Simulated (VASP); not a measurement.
Input of a VASP 6.6.1 run:

The input INCAR:

```
ALGO = Normal ; EDIFF = 1E-6
ENCUT = 520 ; ISIF = 2
ISMEAR = 0 ; LASPH = True
LCHARG = False ; LREAL = False
LWAVE = False ; NBANDS = 64
NELM = 60 ; PREC = Accurate
SIGMA = 0.05
```

KPOINTS

```
k-points
0
Gamma
  6 6 6
```

Contents of POSCAR:

```
SnO2
1.0
    3.2682502631      1.8869251692      4.1670560542
   -3.2682502631      1.8869251692      4.1670560542
    0.0000000000     -3.7738503383      4.1670560542
Sn O
4 8
Direct
    0.8645353782      0.8645353782      0.8645353782
    0.3648691645      0.3648691645      0.8648751974
    0.3648691645      0.8648751974      0.3648691645
    0.8648751974      0.3648691645      0.3648691645
    0.1199116729      0.6196051221      0.6196051221
    0.6196051221      0.1199116729      0.6196051221
    0.6196051221      0.6196051221      0.1199116729
    0.6099370359      0.6099370359      0.6099370359
    0.1198492242      0.1198492242      0.1198492242
    0.1096932183      0.1096932183      0.6100024814
    0.1096932183      0.6100024814      0.1096932183
    0.6100024814      0.1096932183      0.1096932183
```

Potentials or basis: VASP PAW LDA potentials, release 64 (Sn_d, O).

The run is started by

```console
$ cat potpaw_LDA.64/Sn_d/POTCAR potpaw_LDA.64/O/POTCAR > POTCAR
$ mpirun -np 1 vasp_std > vasp.out
```

**Question.** Estimate the band gap on the k mesh.

**Answer.** 1.13 eV.

**Question.** What does it give for the pressure?

**Answer.** -8.7 GPa.

**Question.** Estimate the largest force.

**Answer.** 0.479 eV/Å.

Stress tensor (GPa, compression positive):
```
-10.12   0.00   0.00
  0.00 -10.12   0.00
  0.00   0.00  -5.86
```

Caveat: the cell stands under tension; spin-orbit coupling is left out, which moves the levels of the heavy elements.
